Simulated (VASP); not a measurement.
# WS2 (R3m) in VASP: notebook

The runs below take WS2 through single point, with PBE, r2SCAN.

Program: VASP 6.6.1. These are calculated values, not measurements. Logs are shortened: lines on timing, memory, paths and dates and some standing lists are left out, and cuts for length are marked.

**1. The cell of the first run**

The structure is trigonal, space group R3m (No. 160). Conventional cell: a = 3.172 Å, b = 3.172 Å, c = 18.712 Å, α = 90.00°, β = 90.00°, γ = 120.00°. Within 3.2 Å of W (site symmetry 3m) lie 6 S at 2.41 Å and 6 W at 3.17 Å. S (site symmetry 3m) has 3 W at 2.41 Å and 7 S at 3.12 to 3.17 Å within 3.2 Å. Within 3.2 Å of S (site symmetry 3m) lie 3 W at 2.41 Å and 7 S at 3.12 to 3.17 Å.

**2. Single point, PBE**

INCAR

```
PREC = Accurate ; ENCUT = 520
EDIFF = 1E-6 ; ISMEAR = 0
SIGMA = 0.01 ; LREAL = F
LASPH = T ; NELM = 100
ALGO = Normal ; ISIF = 2
LWAVE = F ; LCHARG = F
GGA = PE ; NBANDS = 20
```

KPOINTS

```
Automatic mesh
0
Gamma
  10 10 10
```

POSCAR

```
WS2
1.0
    1.5858866930      0.9156121092      6.2374696033
   -1.5858866930      0.9156121092      6.2374696033
    0.0000000000     -1.8312242183      6.2374696033
W S
1 2
Direct
   -0.0000115684     -0.0000115684     -0.0000115684
    0.4167981707      0.4167981707      0.4167981707
    0.2498800644      0.2498800644      0.2498800644
```

Potentials or basis: VASP PAW PBE potentials, release 64 (W_sv, S).

The run is started by

```
$ cat potpaw_PBE.64/W_sv/POTCAR potpaw_PBE.64/S/POTCAR > POTCAR
$ mpirun -np 1 vasp_std > vasp.out
```

OUTCAR:

```text
PREC = Accurate
   ENCUT = 520
   EDIFF = 1E-6
   ISMEAR = 0
   LREAL = F
   LASPH = T
   NELM = 100
   ISIF = 2
   GGA = PE

 ion  position               nearest neighbor table
   1  1.000  1.000  1.000-   3 2.41   3 2.41   3 2.41   2 2.41   2 2.41   2 2.41
   2  0.417  0.417  0.417-   1 2.41   1 2.41   1 2.41
   3  0.250  0.250  0.250-   1 2.41   1 2.41   1 2.41

  LATTYP: Found a trigonal (rhomboedric) cell.
 ALAT       =     6.5007237435
 COS(alpha) =     0.8809715208

  Lattice vectors:

 A1 = (   1.5858866930,   0.9156121092,   6.2374696033)
 A2 = (  -1.5858866930,   0.9156121092,   6.2374696033)
 A3 = (   0.0000000000,  -1.8312242183,   6.2374696033)

Analysis of symmetry for initial positions (statically):
=====================================================================
 Subroutine PRICEL returns:
 Original cell was already a primitive cell.

 Routine SETGRP: Setting up the symmetry group for a
 trigonal (rhombohedral) supercell.

 Subroutine GETGRP returns: Found  6 space group operations
 (whereof  6 operations were pure point group operations)
 out of a pool of 12 trial point group operations.

The static configuration has the point symmetry C_3v.

Analysis of symmetry for dynamics (positions and initial velocities):
=====================================================================
 Subroutine PRICEL returns:
 Original cell was already a primitive cell.

 Routine SETGRP: Setting up the symmetry group for a
 trigonal (rhombohedral) supercell.

 Subroutine GETGRP returns: Found  6 space group operations
 (whereof  6 operations were pure point group operations)
 out of a pool of 12 trial point group operations.

The dynamic configuration has the point symmetry C_3v.

 Subroutine INISYM returns: Found  6 space group operations
 (whereof  6 operations are pure point group operations),
 and found     1 'primitive' translations

----------------------------------------------------------------------------------------

                                     Primitive cell

  volume of cell :      54.3430

  direct lattice vectors                    reciprocal lattice vectors
     1.585886693  0.915612109  6.237469603     0.315281036  0.182027591  0.053440474
    -1.585886693  0.915612109  6.237469603    -0.315281036  0.182027591  0.053440474
     0.000000000 -1.831224218  6.237469603     0.000000000 -0.364055182  0.053440474

  length of vectors
     6.500723744  6.500723744  6.500723744     0.367956601  0.367956601  0.367956601

  position of ions in fractional coordinates (direct lattice)
     0.999988432  0.999988432  0.999988432
     0.416798171  0.416798171  0.416798171
     0.249880064  0.249880064  0.249880064

  ion indices of the primitive-cell ions
   primitive index   ion index
                 1           1
                 2           2
                 3           3

----------------------------------------------------------------------------------------

 KPOINTS: Automatic mesh

Automatic generation of k-mesh.
 Grid dimensions read from file:
 generate k-points for:   10   10   10

 Generating k-lattice:

  Cartesian coordinates                     Fractional coordinates (reciprocal lattice)
     0.031528104  0.018202759  0.005344047     0.100000000 -0.000000000  0.000000000
    -0.031528104  0.018202759  0.005344047    -0.000000000  0.100000000  0.000000000
     0.000000000 -0.036405518  0.005344047    -0.000000000 -0.000000000  0.100000000

  Length of vectors
     0.036795660  0.036795660  0.036795660

  Shift w.r.t. Gamma in fractional coordinates (k-lattice)
     0.000000000  0.000000000  0.000000000

 Subroutine IBZKPT returns following result:
 ===========================================

 Found    116 irreducible k-points:

 Following reciprocal coordinates:
            Coordinates               Weight
  0.000000  0.000000  0.000000      1.000000
  0.100000  0.000000 -0.000000      6.000000
  0.200000  0.000000 -0.000000      6.000000
  0.300000  0.000000  0.000000      6.000000
  0.400000  0.000000  0.000000      6.000000
  0.500000  0.000000 -0.000000      3.000000
[... 16 lines left out ...]
  0.300000  0.300000  0.000000      6.000000
  0.400000  0.300000 -0.000000     12.000000
 [... further k-points ...]
   k-points           NKPTS =    116   k-points in BZ     NKDIM =    116   number of bands    NBANDS=     20
   number of dos      NEDOS =    301   number of ions     NIONS =      3
   total plane-waves  NPLWV = 110592
   dimension x,y,z NGX =    48 NGY =   48 NGZ =   48
   dimension x,y,z NGXF=    96 NGYF=   96 NGZF=   96
   ions per type =               1   2
   NGX,Y,Z   is equivalent  to a cutoff of  12.28, 12.28, 12.28 a.u.
   NGXF,Y,Z  is equivalent  to a cutoff of  24.55, 24.55, 24.55 a.u.
 SYSTEM =  unknown system
   PREC   = accura    normal or accurate (medium, high low for compatibility)
   ISTART =      0    job   : 0-new  1-cont  2-samecut
   ICHARG =      2    charge: 1-file 2-atom 10-const
   ISPIN  =      1    spin polarized calculation?
   LNONCOLLINEAR =      F non collinear calculations
   LSORBIT =      F    spin-orbit coupling
   LASPH  =      T    aspherical Exc in radial PAW
   ENCUT  =  520.0 eV  38.22 Ry    6.18 a.u.  12.09 12.09 12.09*2*pi/ulx,y,z
   NELM   =    100;   NELMIN=  2; NELMDL= -5     # of ELM steps
   EDIFF  = 0.1E-05   stopping-criterion for ELM
   LREAL  =      F    real-space projection
   EDIFFG = 0.1E-04   stopping-criterion for IOM
   NSW    =      0    number of steps for IOM
   IBRION =     -1    ionic relax: 0-MD 1-quasi-New 2-CG
   NFREE  =      0    steps in history (QN), initial steepest desc. (CG)
   ISIF   =      2    stress and relaxation
   ISYM   =      2    0-nonsym 1-usesym 2-fastsym
   POTIM  = 0.5000    time-step for ionic-motion
   TEBEG  =    0.0;   TEEND  =   0.0 temperature during run
   PSTRESS=    0.0 pullay stress
   NELECT =      26.0000    total number of electrons
   NUPDOWN=      -1.0000    fix difference up-down
   EMIN   =  10.00;   EMAX   =-10.00  energy-range for DOS
   EFERMI =   0.00;   METHOD = LEGACY
   ISMEAR =     0;   SIGMA  =   0.01  broadening in eV -4-tet -1-fermi 0-gaus
   EFERMI_NEDOS =   21; number of points for ismear=-14 and -15
   IALGO  =     38    algorithm
   IMIX   =      4    mixing-type and parameters
     AMIX     =   0.40;   BMIX     =  1.00
     AMIX_MAG =   1.60;   BMIX_MAG =  1.00
  volume/ion in A,a.u.               =      18.11       122.24
  Fermi-wavevector in a.u.,A,eV,Ry     =   1.280417  2.419638 22.306318  1.639468
  Thomas-Fermi vector in A             =   2.412846
   LORBIT       =      0    0 simple, 1 ext, 2 COOP (PROOUT), +10 PAW based schemes
   GGA     = PE    functional components
   LHFCALC =     F    Hartree Fock is set to
   AEXX    =    0.0000 exact exchange contribution
   IVDW    =     0    specifies the selected vdW correction
   LEPSILON=     F    determine dielectric tensor
   LRPA    =     F    only Hartree local field effects (RPA)
 non-spin polarized calculation
 Gauss-broadening in eV      SIGMA  =   0.01
  energy-cutoff  :      520.00
  volume of cell :       54.34
 maximum number of plane-waves:      1488
   NGX = 25   NGY = 25   NGZ = 25

 number of electron      26.0000002 magnetization

 Free energy of the ion-electron system (eV)
  ---------------------------------------------------
  ext. energy  EPLUGINS =         0.00000000
  ---------------------------------------------------
  free energy    TOTEN  =       -23.63264679 eV

  energy without entropy =      -23.63264679  energy(sigma->0) =      -23.63264679

 E-fermi :   7.5169     XC(G=0): -10.8101

 val. band max:        7.2210483298   @ k =   0.5000   0.5000   0.5000
 cond. band min:       8.3646104670   @ k =  -0.2000   0.2000   0.0000
 fundamental gap:      1.1435621373
 Fermi energy:         7.5169448860

 k-point     1 :       0.0000    0.0000    0.0000
  band No.  band energies     occupation
      1     -67.4142      2.00000
      2     -31.6628      2.00000
      3     -31.5037      2.00000
      4     -31.5037      2.00000
      5      -8.3488      2.00000
      6      -6.4095      2.00000
[... 12 lines left out ...]
     19      15.0755      0.00000
     20      15.5336      0.00000

 k-point     2 :       0.1000    0.0000   -0.0000
  band No.  band energies     occupation
      1     -67.4125      2.00000
      2     -31.6567      2.00000
      3     -31.5375      2.00000
      4     -31.5115      2.00000
      5      -8.1806      2.00000
      6      -6.3605      2.00000
[... 12 lines left out ...]
     19      15.5822      0.00000
     20      15.7726      0.00000

 k-point     3 :       0.2000    0.0000   -0.0000
  band No.  band energies     occupation
      1     -67.4081      2.00000
      2     -31.6407      2.00000
      3     -31.6250      2.00000
      4     -31.5320      2.00000
      5      -7.7116      2.00000
      6      -6.2238      2.00000
[... 12 lines left out ...]
     19      15.6457      0.00000
     20      16.1914      0.00000

 k-point     4 :       0.3000    0.0000    0.0000
  band No.  band energies     occupation
      1     -67.4027      2.00000
      2     -31.7314      2.00000
      3     -31.6209      2.00000
      4     -31.5572      2.00000
      5      -7.0533      2.00000
      6      -6.0357      2.00000
[... 12 lines left out ...]
     19      14.9585      0.00000
     20      15.3030      0.00000

 k-point     5 :       0.4000    0.0000    0.0000
  band No.  band energies     occupation
      1     -67.3983      2.00000
      2     -31.8161      2.00000
      3     -31.6048      2.00000
      4     -31.5775      2.00000
      5      -6.4185      2.00000
      6      -5.8652      2.00000
[... 12 lines left out ...]
     19      14.0304      0.00000
     20      14.6686      0.00000

 k-point     6 :       0.5000    0.0000   -0.0000
  band No.  band energies     occupation
      1     -67.3966      2.00000
      2     -31.8482      2.00000
      3     -31.5987      2.00000
      4     -31.5852      2.00000
      5      -6.1356      2.00000
      6      -5.7970      2.00000
[... 12 lines left out ...]
     19      13.8499      0.00000
     20      14.5075      0.00000

 k-point     7 :       0.1000    0.1000    0.0000
  band No.  band energies     occupation
      1     -67.4125      2.00000
      2     -31.6567      2.00000
      3     -31.5375      2.00000
      4     -31.5115      2.00000
      5      -8.1754      2.00000
      6      -6.3713      2.00000
[... 12 lines left out ...]
     19      15.6078      0.00000
     20      15.7829      0.00000
[... 277 lines left out ...]
 k-point    20 :      -0.4000    0.2000    0.0000
  band No.  band energies     occupation
      1     -67.3952      2.00000
      2     -31.8086      2.00000
      3     -31.6593      2.00000
      4     -31.5938      2.00000
      5      -5.9260      2.00000
      6      -5.7122      2.00000
[... 12 lines left out ...]
     19      15.4270      0.00000
     20      15.9170      0.00000

 k-point    21 :      -0.3000    0.2000   -0.0000
  band No.  band energies     occupation
      1     -67.3966      2.00000
      2     -31.7933      2.00000
      3     -31.6421      2.00000
      4     -31.5987      2.00000
      5      -6.1766      2.00000
      6      -5.7610      2.00000
[... 12 lines left out ...]
     19      14.9486      0.00000
     20      16.0023      0.00000

 k-point    22 :      -0.2000    0.2000    0.0000
  band No.  band energies     occupation
      1     -67.4002      2.00000
      2     -31.7495      2.00000
      3     -31.6117      2.00000
      4     -31.6004      2.00000
      5      -6.7267      2.00000
      6      -5.9127      2.00000
[... 12 lines left out ...]
     19      15.1190      0.00000
     20      15.7374      0.00000

 k-point    23 :       0.3000    0.3000    0.0000
  band No.  band energies     occupation
      1     -67.4027      2.00000
      2     -31.7314      2.00000
      3     -31.6209      2.00000
      4     -31.5572      2.00000
      5      -7.0124      2.00000
      6      -6.0973      2.00000
[... 12 lines left out ...]
     19      14.7216      0.00000
     20      15.7334      0.00000

 k-point    24 :       0.4000    0.3000   -0.0000
  band No.  band energies     occupation
      1     -67.3996      2.00000
      2     -31.7760      2.00000
      3     -31.6098      2.00000
      4     -31.5858      2.00000
      5      -6.5850      2.00000
      6      -5.9792      2.00000
[... 12 lines left out ...]
     19      14.5739      0.00000
     20      15.7055      0.00000

 [... further k-points ...]

------------------------ aborting loop because EDIFF is reached ----------------------------------------

  FORCE on cell =-STRESS in cart. coord.  units (eV):
  Direction    XX          YY          ZZ          XY          YZ          ZX
  --------------------------------------------------------------------------------------
  -------------------------------------------------------------------------------------
  Total        0.9426044      0.9426044      1.3989883      0.0000000      0.0000000     -0.0000000
  in kB       27.7905189     27.7905189     41.2459475      0.0000000      0.0000000     -0.0000000
  external PRESSURE =      32.2756618 kB  Pullay stress =       0.0000000 kB

 VOLUME and BASIS-vectors are now :
 -----------------------------------------------------------------------------
  energy-cutoff  :      520.00
  volume of cell :       54.34
      direct lattice vectors                 reciprocal lattice vectors
     1.585886693  0.915612109  6.237469603     0.315281036  0.182027591  0.053440474
    -1.585886693  0.915612109  6.237469603    -0.315281036  0.182027591  0.053440474
     0.000000000 -1.831224218  6.237469603     0.000000000 -0.364055182  0.053440474

 POSITION                                       TOTAL-FORCE (eV/Angst)
 -----------------------------------------------------------------------------------
      0.00000      0.00000     18.71219         0.000000      0.000000      0.001520
      0.00000      0.00000      7.79930         0.000000      0.000000      0.194998
      0.00000      0.00000      4.67586         0.000000     -0.000000     -0.196518
 -----------------------------------------------------------------------------------
    total drift:                                0.000000      0.000000     -0.000008

  FREE ENERGIE OF THE ION-ELECTRON SYSTEM (eV)
  ---------------------------------------------------
  free  energy   TOTEN  =       -23.6326467861 eV

  energy  without entropy=      -23.6326467861  energy(sigma->0) =      -23.63264679
```

It took 3.7 min on 1 thread of Intel Xeon Platinum 8559C (Emerald Rapids), shared host; peak memory 0.38 GiB.

Results:

| Quantity | Value |
| --- | --- |
| Free energy | -23.6326 eV |
| Pressure | 3.2 GPa |
| Largest force | 0.197 eV/Å |
| Band gap on the k mesh | 1.14 eV (least direct gap 2.19 eV) |

Forces on the atoms (eV/Å):
```
W    0.000  0.000  0.002
S    0.000  0.000  0.195
S    0.000  0.000 -0.197
```

Stress tensor (GPa, compression positive):
```
2.78 0.00 0.00
0.00 2.78 0.00
0.00 0.00 4.12
```

Caveat: the cell stands under pressure; spin-orbit coupling is left out, which moves the levels of the heavy elements. A k mesh can miss the band edges.

[end of part 1 of 2]
